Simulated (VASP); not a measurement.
Na3SCl: elastic constants with PBEsol

Crystal: Na3SCl.

```xyz
5
Lattice="5.2532 0.0000 0.0000 0.0000 5.2532 0.0000 0.0000 0.0000 5.2532" Properties=species:S:1:pos:R:3 pbc="T T T"
Cl    0.0000    0.0000    0.0000
S     2.6266    2.6266    2.6266
Na    2.6266    2.6266    0.0000
Na    2.6266    0.0000    2.6266
Na    0.0000    2.6266    2.6266
```

```
Program                   : VASP 6.6.1
Task                      : elastic constants
Functional                : PBEsol
Potentials or basis       : VASP PAW PBE potentials, release 64 (Cl, S, Na_pv)
Cutoff                    : 600 eV
k mesh                    : 4 × 4 × 4
Occupations               : gaussian, width 0.01 eV
Spin                      : no spin polarisation
Dipole correction         : no
Ions in elastic constants : relaxed
Further INCAR settings    : ALGO = Normal; EDIFF = 1e-08; IBRION = 6; POTIM = 0.015; NSW = 1; ISIF = 3
```

```json
{"Elastic constants C11, C12, C44": "45, 4, 6 GPa", "Voigt bulk modulus": "18 GPa", "Highest phonon frequency at Γ, LO-TO splitting left out": "323 cm⁻¹", "Most unstable mode": "88i cm⁻¹"}
```

Phonon frequencies in cm⁻¹ (negative: imaginary):
```
              q point                                            frequencies
(0.000, 0.000, 0.000)  -88 -88 -88 -49 -49 -49 1 1 1 125 125 125 323 323 323
```

Elastic tensor in Voigt notation (GPa, in the Cartesian axes of the cell as first typed):
```
45  4  4  0  0  0
 4 45  4  0  0  0
 4  4 45  0  0  0
 0  0  0  6  0  0
 0  0  0  0  6  0
 0  0  0  0  0  6
```

Clamped-ion elastic tensor (GPa):
```
45  4  4  0  0  0
 4 45  4  0  0  0
 4  4 45  0  0  0
 0  0  0  6  0  0
 0  0  0  0  6  0
 0  0  0  0  0  6
```

Run time: 14 min on 1 thread of Intel(R) Xeon(R) Platinum 8559C (Emerald Rapids), with other jobs on the host, peak memory 0.38 GiB.

Caveat: some modes are imaginary; the PAW data sets were made with another functional, which shifts forces and pressure a little.
